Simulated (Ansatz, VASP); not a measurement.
# Ta: VASP beside Ansatz

File INCAR:

```
PREC = Accurate
ENCUT = 520
EDIFF = 1E-6
ISMEAR = 0
SIGMA = 0.03
LREAL = False
LASPH = True
NELM = 60
ALGO = Normal
ISIF = 2
LWAVE = False
LCHARG = False
GGA = PE
NBANDS = 12
```

File KPOINTS:

```
regular mesh
0
Gamma
  13 13 13
```

POSCAR

```
Ta
1.0
   -1.6607181506      1.6607181506      1.6607181506
    1.6607181506     -1.6607181506      1.6607181506
    1.6607181506      1.6607181506     -1.6607181506
Ta
1
Direct
    0.0000000000      0.0000000000      0.0000000000
```

Input for Ansatz:

```yaml
crystal:
  lattice:
    - [-1.6607181506, 1.6607181506, 1.6607181506]
    - [1.6607181506, -1.6607181506, 1.6607181506]
    - [1.6607181506, 1.6607181506, -1.6607181506]
  atoms:
    - { symbol: Ta, position: [0.0, 0.0, 0.0] }
hamiltonian:
  xc: pbe
  pseudopotentials:
    kind: paw
    azcp:
      Ta: "pseudopotentials/Ta.paw.azcp"
basis:
  ecutwfc: 420
  fft_grid_basis: typed
kpoints:
  mp_grid: { grid: [13, 13, 13], shift: [0, 0, 0] }
magnetization:
  spin_polarized: false
scf:
  occupations: { method: gaussian, width: 0.03 }
  lower_state_search: "off"
output:
  stress: true
```

Alike in both runs: task single point; functional PBE; k mesh 13 × 13 × 13; occupations gaussian, width 0.03 eV; no spin polarisation.

|  | VASP | Ansatz |
| --- | --- | --- |
| version | VASP 6.6.1 | Ansatz 0.2.0 |
| potentials or method | VASP PAW PBE potentials, release 64 (Ta_pv), cutoff 520 eV | plane waves (420 eV) with PAW, scalar-relativistic |
| valence electrons in the cell | 11 | 13 |

|  | VASP | Ansatz | Ansatz less VASP |
| --- | --- | --- | --- |
| pressure (GPa) | 0.4 | 0.3 | -0.10 |

The functional is the same, so the differences come from potentials, cutoffs and numerics. VASP's potentials hold 11 valence electrons a cell and Ansatz's 13, so a difference there can come from the potentials and not from the codes.

Spin-orbit coupling is off throughout.
